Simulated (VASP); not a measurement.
# Te (R-3m) in VASP: further runs

The runs below take Te through single point, with r2SCAN.

All numbers are computed with VASP 6.6.1; they aren't measurements. Logs are shortened: lines on timing, memory, paths and dates and some standing lists are left out, and cuts for length are marked.

### 1 The cell of the first run

It takes space group R-3m (No. 166, trigonal). The conventional cell has a = 4.761 Å, b = 4.761 Å, c = 4.056 Å, α = 90.00°, β = 90.00°, γ = 120.00°. Within 4.0 Å of Te (site symmetry -3m) lie 12 Te at 3.06 to 3.86 Å.

### 2 Single point, r2SCAN

Contents of POSCAR:

```
Te
1.0
    2.3805956304      1.3744375267      1.3520017031
   -2.3805956304      1.3744375267      1.3520017031
    0.0000000000     -2.7488750574      1.3520016990
Te
1
Direct
    0.5000000000      0.5000000000      0.5000000000
```

Contents of INCAR.step1:

```
PREC = Accurate
ENCUT = 520
ISMEAR = 0
SIGMA = 0.1
LREAL = F
LASPH = T
NELM = 100
NBANDS = 9
GGA = PE
ALGO = Normal
EDIFF = 1E-4
LWAVE = T
LCHARG = F
```

Contents of INCAR.step2:

```
PREC = Accurate
ENCUT = 520
EDIFF = 1E-7
ISMEAR = 0
SIGMA = 0.1
LREAL = F
LASPH = T
NELM = 100
ALGO = Normal
ISIF = 2
LWAVE = F
LCHARG = F
METAGGA = R2SCAN
LMIXTAU = T
NBANDS = 9
ISTART = 1
```

Contents of KPOINTS:

```
regular mesh
0
Gamma
  11 11 11
```

Potentials or basis: VASP PAW PBE potentials, release 64 (Te).

On the command line:

```bash
> cat potpaw_PBE.64/Te/POTCAR > POTCAR
> cp INCAR.step1 INCAR
> mpirun -np 1 vasp_std > vasp.out
> cp INCAR.step2 INCAR
> mpirun -np 1 vasp_std > vasp.out
```

OUTCAR:

```text
PREC = Accurate
   ENCUT = 520
   EDIFF = 1E-7
   ISMEAR = 0
   LREAL = F
   LASPH = T
   NELM = 100
   ISIF = 2
   METAGGA = R2SCAN
   ISTART = 1

 ion  position               nearest neighbor table
   1  0.500  0.500  0.500-

  LATTYP: Found a trigonal (rhomboedric) cell.
 ALAT       =     3.0633678649
 COS(alpha) =    -0.2078220544

  Lattice vectors:

 A1 = (   2.3805956304,   1.3744375267,   1.3520017031)
 A2 = (  -2.3805956304,   1.3744375267,   1.3520017031)
 A3 = (   0.0000000000,  -2.7488750574,   1.3520016990)

Analysis of symmetry for initial positions (statically):
=====================================================================
 Subroutine PRICEL returns:
 Original cell was already a primitive cell.

 Routine SETGRP: Setting up the symmetry group for a
 trigonal (rhombohedral) supercell.

 Subroutine GETGRP returns: Found 12 space group operations
 (whereof 12 operations were pure point group operations)
 out of a pool of 12 trial point group operations.

The static configuration has the point symmetry D_3d.

Analysis of symmetry for dynamics (positions and initial velocities):
=====================================================================
 Subroutine PRICEL returns:
 Original cell was already a primitive cell.

 Routine SETGRP: Setting up the symmetry group for a
 trigonal (rhombohedral) supercell.

 Subroutine GETGRP returns: Found 12 space group operations
 (whereof 12 operations were pure point group operations)
 out of a pool of 12 trial point group operations.

The dynamic configuration has the point symmetry D_3d.

 Subroutine INISYM returns: Found 12 space group operations
 (whereof 12 operations are pure point group operations),
 and found     1 'primitive' translations

----------------------------------------------------------------------------------------

                                     Primitive cell

  volume of cell :      26.5423

  direct lattice vectors                    reciprocal lattice vectors
     2.380595630  1.374437527  1.352001703     0.210031470  0.121261726  0.246548013
    -2.380595630  1.374437527  1.352001703    -0.210031470  0.121261726  0.246548013
     0.000000000 -2.748875057  1.352001699     0.000000000 -0.242523452  0.246548013

  length of vectors
     3.063367865  3.063367865  3.063367865     0.345837458  0.345837458  0.345837458

  position of ions in fractional coordinates (direct lattice)
     0.500000000  0.500000000  0.500000000

  ion indices of the primitive-cell ions
   primitive index   ion index
                 1           1

----------------------------------------------------------------------------------------

 KPOINTS: regular mesh

Automatic generation of k-mesh.
 Grid dimensions read from file:
 generate k-points for:   11   11   11

 Generating k-lattice:

  Cartesian coordinates                     Fractional coordinates (reciprocal lattice)
     0.019093770  0.011023793  0.022413456     0.090909091 -0.000000000  0.000000000
    -0.019093770  0.011023793  0.022413456    -0.000000000  0.090909091  0.000000000
     0.000000000 -0.022047587  0.022413456    -0.000000000 -0.000000000  0.090909091

  Length of vectors
     0.031439769  0.031439769  0.031439769

  Shift w.r.t. Gamma in fractional coordinates (k-lattice)
     0.000000000  0.000000000  0.000000000

 Subroutine IBZKPT returns following result:
 ===========================================

 Found    146 irreducible k-points:

 Following reciprocal coordinates:
            Coordinates               Weight
  0.000000  0.000000  0.000000      1.000000
  0.090909  0.000000  0.000000      6.000000
  0.181818 -0.000000  0.000000      6.000000
  0.272727  0.000000  0.000000      6.000000
  0.363636 -0.000000  0.000000      6.000000
  0.454545 -0.000000  0.000000      6.000000
[... 16 lines left out ...]
 -0.272727  0.181818 -0.000000     12.000000
 -0.181818  0.181818  0.000000      6.000000
 [... further k-points ...]
   k-points           NKPTS =    146   k-points in BZ     NKDIM =    146   number of bands    NBANDS=      9
   number of dos      NEDOS =    301   number of ions     NIONS =      1
   total plane-waves  NPLWV =  13824
   dimension x,y,z NGX =    24 NGY =   24 NGZ =   24
   dimension x,y,z NGXF=    48 NGYF=   48 NGZF=   48
   ions per type =               1
   NGX,Y,Z   is equivalent  to a cutoff of  13.02, 13.02, 13.02 a.u.
   NGXF,Y,Z  is equivalent  to a cutoff of  26.05, 26.05, 26.05 a.u.
 SYSTEM =  unknown system
   PREC   = accura    normal or accurate (medium, high low for compatibility)
   ISTART =      1    job   : 0-new  1-cont  2-samecut
   ICHARG =      0    charge: 1-file 2-atom 10-const
   ISPIN  =      1    spin polarized calculation?
   LNONCOLLINEAR =      F non collinear calculations
   LSORBIT =      F    spin-orbit coupling
   LASPH  =      T    aspherical Exc in radial PAW
   ENCUT  =  520.0 eV  38.22 Ry    6.18 a.u.   5.70  5.70  5.70*2*pi/ulx,y,z
   NELM   =    100;   NELMIN=  2; NELMDL=  0     # of ELM steps
   EDIFF  = 0.1E-06   stopping-criterion for ELM
   LREAL  =      F    real-space projection
   EDIFFG = 0.1E-05   stopping-criterion for IOM
   NSW    =      0    number of steps for IOM
   IBRION =     -1    ionic relax: 0-MD 1-quasi-New 2-CG
   NFREE  =      0    steps in history (QN), initial steepest desc. (CG)
   ISIF   =      2    stress and relaxation
   ISYM   =      2    0-nonsym 1-usesym 2-fastsym
   POTIM  = 0.5000    time-step for ionic-motion
   TEBEG  =    0.0;   TEEND  =   0.0 temperature during run
   PSTRESS=    0.0 pullay stress
   NELECT =       6.0000    total number of electrons
   NUPDOWN=      -1.0000    fix difference up-down
   EMIN   =  10.00;   EMAX   =-10.00  energy-range for DOS
   EFERMI =   0.00;   METHOD = LEGACY
   ISMEAR =     0;   SIGMA  =   0.10  broadening in eV -4-tet -1-fermi 0-gaus
   EFERMI_NEDOS =   21; number of points for ismear=-14 and -15
   IALGO  =     38    algorithm
   IMIX   =      4    mixing-type and parameters
     AMIX     =   0.40;   BMIX     =  1.00
     AMIX_MAG =   1.60;   BMIX_MAG =  1.00
  volume/ion in A,a.u.               =      26.54       179.12
  Fermi-wavevector in a.u.,A,eV,Ry     =   0.997269  1.884565 13.531605  0.994545
  Thomas-Fermi vector in A             =   2.129413
   LORBIT       =      0    0 simple, 1 ext, 2 COOP (PROOUT), +10 PAW based schemes
   METAGGA = R2SCAN    functional components
   LHFCALC =     F    Hartree Fock is set to
   AEXX    =    0.0000 exact exchange contribution
   IVDW    =     0    specifies the selected vdW correction
   LEPSILON=     F    determine dielectric tensor
   LRPA    =     F    only Hartree local field effects (RPA)
 non-spin polarized calculation
 Gauss-broadening in eV      SIGMA  =   0.10
  energy-cutoff  :      520.00
  volume of cell :       26.54
 maximum number of plane-waves:       737
   NGX = 11   NGY = 11   NGZ = 11

 number of electron       6.0000001 magnetization

 Free energy of the ion-electron system (eV)
  ---------------------------------------------------
  ext. energy  EPLUGINS =         0.00000000
  ---------------------------------------------------
  free energy    TOTEN  =       -25.16456952 eV

  energy without entropy =      -25.16128064  energy(sigma->0) =      -25.16292508

 E-fermi :   9.0654     XC(G=0): -10.7902

 val. band max:        9.0604745337   @ k =   0.1818   0.1818   0.0909
 cond. band min:       9.0931487391   @ k =  -0.3636   0.1818   0.1818
 fundamental gap:      0.0326742054
 Fermi energy:         9.0653765045

 k-point     1 :       0.0000    0.0000    0.0000
  band No.  band energies     occupation
      1      -6.5555      2.00000
      2      10.3498      0.00000
      3      12.0861      0.00000
      4      12.0861      0.00000
      5      16.5265      0.00000
      6      16.5265      0.00000
      7      18.2543      0.00000
      8      23.7294      0.00000
      9      23.7294      0.00000

 k-point     2 :       0.0909    0.0000    0.0000
  band No.  band energies     occupation
      1      -6.4162      2.00000
      2       9.6344      0.00000
      3      11.3116      0.00000
      4      12.0767      0.00000
      5      16.6735      0.00000
      6      17.4775      0.00000
      7      19.0782      0.00000
      8      22.5611      0.00000
      9      22.8262      0.00000

 k-point     3 :       0.1818   -0.0000    0.0000
  band No.  band energies     occupation
      1      -6.0061      2.00000
      2       7.4209      2.00000
      3      10.9951      0.00000
      4      12.0731      0.00000
      5      16.9692      0.00000
      6      18.3667      0.00000
      7      20.1263      0.00000
      8      21.6708      0.00000
      9      22.7911      0.00000

 k-point     4 :       0.2727    0.0000    0.0000
  band No.  band energies     occupation
      1      -5.3571      2.00000
      2       5.0515      2.00000
      3      10.9391      0.00000
      4      12.1146      0.00000
      5      17.0158      0.00000
      6      18.4529      0.00000
      7      20.2475      0.00000
      8      21.4154      0.00000
      9      25.1886      0.00000

 k-point     5 :       0.3636   -0.0000    0.0000
  band No.  band energies     occupation
      1      -4.5640      2.00000
      2       3.0392      2.00000
      3      10.9452      0.00000
      4      12.2028      0.00000
      5      16.6806      0.00000
      6      17.7331      0.00000
      7      21.5647      0.00000
      8      22.2191      0.00000
      9      25.9938      0.00000

 k-point     6 :       0.4545   -0.0000    0.0000
  band No.  band energies     occupation
      1      -3.9063      2.00000
      2       1.7573      2.00000
      3      10.9644      0.00000
      4      12.2830      0.00000
      5      16.3627      0.00000
      6      17.2760      0.00000
      7      23.0767      0.00000
      8      23.6969      0.00000
      9      25.5679      0.00000
[... 169 lines left out ...]
 k-point    21 :      -0.4545    0.1818   -0.0000
  band No.  band energies     occupation
      1      -3.6390      2.00000
      2       2.6236      2.00000
      3       8.5835      2.00000
      4      12.0968      0.00000
      5      16.8335      0.00000
      6      17.6479      0.00000
      7      21.1547      0.00000
      8      22.0655      0.00000
      9      23.4191      0.00000

 k-point    22 :      -0.3636    0.1818   -0.0000
  band No.  band energies     occupation
      1      -4.3984      2.00000
      2       4.2236      2.00000
      3       9.1614      0.17455
      4      12.2305      0.00000
      5      15.8465      0.00000
      6      17.7110      0.00000
      7      20.6284      0.00000
      8      20.9488      0.00000
      9      22.5331      0.00000

 k-point    23 :      -0.2727    0.1818   -0.0000
  band No.  band energies     occupation
      1      -5.1432      2.00000
      2       6.3691      2.00000
      3       9.2672      0.00432
      4      12.2086      0.00000
      5      15.7129      0.00000
      6      17.9204      0.00000
      7      20.2315      0.00000
      8      20.6239      0.00000
      9      21.8264      0.00000

 k-point    24 :      -0.1818    0.1818    0.0000
  band No.  band energies     occupation
      1      -5.6927      2.00000
      2       8.4437      2.00000
      3       9.1380      0.30450
      4      12.0692      0.00000
      5      16.6481      0.00000
      6      17.6930      0.00000
      7      20.2155      0.00000
      8      20.7487      0.00000
      9      21.1680      0.00000

 [... further k-points ...]

------------------------ aborting loop because EDIFF is reached ----------------------------------------

  FORCE on cell =-STRESS in cart. coord.  units (eV):
  Direction    XX          YY          ZZ          XY          YZ          ZX
  --------------------------------------------------------------------------------------
  -------------------------------------------------------------------------------------
  Total        1.6554152      1.6554152      1.6500226      0.0000000      0.0000000      0.0000000
  in kB       99.9259773     99.9259773     99.6004632      0.0000000      0.0000000      0.0000000
  external PRESSURE =      99.8174726 kB  Pullay stress =       0.0000000 kB

 VOLUME and BASIS-vectors are now :
 -----------------------------------------------------------------------------
  energy-cutoff  :      520.00
  volume of cell :       26.54
      direct lattice vectors                 reciprocal lattice vectors
     2.380595630  1.374437527  1.352001703     0.210031470  0.121261726  0.246548013
    -2.380595630  1.374437527  1.352001703    -0.210031470  0.121261726  0.246548013
     0.000000000 -2.748875057  1.352001699     0.000000000 -0.242523452  0.246548013

 POSITION                                       TOTAL-FORCE (eV/Angst)
 -----------------------------------------------------------------------------------
      0.00000     -0.00000      2.02800         0.000000     -0.000000      0.000000
 -----------------------------------------------------------------------------------
    total drift:                                0.000000      0.000000     -0.000000

  FREE ENERGIE OF THE ION-ELECTRON SYSTEM (eV)
  ---------------------------------------------------
  free  energy   TOTEN  =       -25.1645695169 eV

  energy  without entropy=      -25.1612806416  energy(sigma->0) =      -25.16292508
```

It took 29 s on 1 thread of Intel Xeon 6975P-C (Granite Rapids), shared host; peak memory 0.16 GiB.

Results:

| Property | Result |
| --- | --- |
| Free energy | -25.1646 eV |
| Pressure | 10.0 GPa |
| Band gap on the k mesh | zero (band 3 reaches 12.09 eV, above the bottom of band 4 at 5.69 eV) |

Levels at points of the mesh, in eV from the Fermi level:
```
           k point  band 1  band 2  band 3  band 4  band 5  band 6
(0.00, 0.00, 0.00)  -15.62    1.28    3.02    3.02    7.46    7.46
```

Caveat: the PAW data sets were made with another functional, which shifts forces and pressure a little; spin-orbit coupling is left out, which moves the levels of the heavy elements.

### 3 Single point, r2SCAN

This run uses another cell than the first one, of 28.99 Å³/atom, 1.092 times its volume.

Contents of POSCAR:

```
Te
1.0
    2.3618995653      1.3636433483      1.5000055869
   -2.3618995653      1.3636433483      1.5000055869
    0.0000000000     -2.7272867011      1.5000055829
Te
1
Direct
    0.5000000000      0.5000000000      0.5000000000
```

Contents of INCAR.step1:

```
SYSTEM = Te
PREC = Accurate ; ENCUT = 520
ISMEAR = 0 ; SIGMA = 0.1
LREAL = .FALSE. ; LASPH = .TRUE.
NELM = 80 ; NBANDS = 9
GGA = PE ; ALGO = Normal
EDIFF = 1E-4 ; LWAVE = .TRUE.
LCHARG = .FALSE.
```

Contents of INCAR.step2:

```
SYSTEM = Te
PREC = Accurate ; ENCUT = 520
EDIFF = 1E-7 ; ISMEAR = 0
SIGMA = 0.1 ; LREAL = .FALSE.
LASPH = .TRUE. ; NELM = 80
ALGO = Normal ; ISIF = 2
LWAVE = .FALSE. ; LCHARG = .FALSE.
METAGGA = R2SCAN ; LMIXTAU = .TRUE.
NBANDS = 9 ; ISTART = 1
```

Contents of KPOINTS:

```
Automatic mesh
0
G
  11 11 11
  0 0 0
```

Potentials or basis: VASP PAW PBE potentials, release 64 (Te).

On the command line:

```bash
> cat potpaw_PBE.64/Te/POTCAR > POTCAR
> cp INCAR.step1 INCAR
> mpirun -np 1 vasp_std > vasp.out
> cp INCAR.step2 INCAR
> mpirun -np 1 vasp_std > vasp.out
```

Wall time 26 s (1 thread of Intel Xeon 6975P-C (Granite Rapids), shared host); peak memory 0.17 GiB.

The run converged. Its results:

| Item | Value |
| --- | --- |
| Free energy | -25.2764 eV |
| Pressure | 5.0 GPa |
| Band gap on the k mesh | zero (band 3 reaches 10.11 eV, above the bottom of band 4 at 5.03 eV) |

Levels at points of the mesh, in eV from the Fermi level:
| k point | band 1 | band 2 | band 3 | band 4 | band 5 | band 6 | band 7 | band 8 |
| --- | --- | --- | --- | --- | --- | --- | --- | --- |
| (0.00, 0.00, 0.00) | -14.99 | 0.98 | 2.25 | 2.25 | 6.85 | 6.85 | 8.25 | 15.95 |

Caveat: the PAW data sets were made with another functional, which shifts forces and pressure a little; spin-orbit coupling is left out, which moves the levels of the heavy elements.
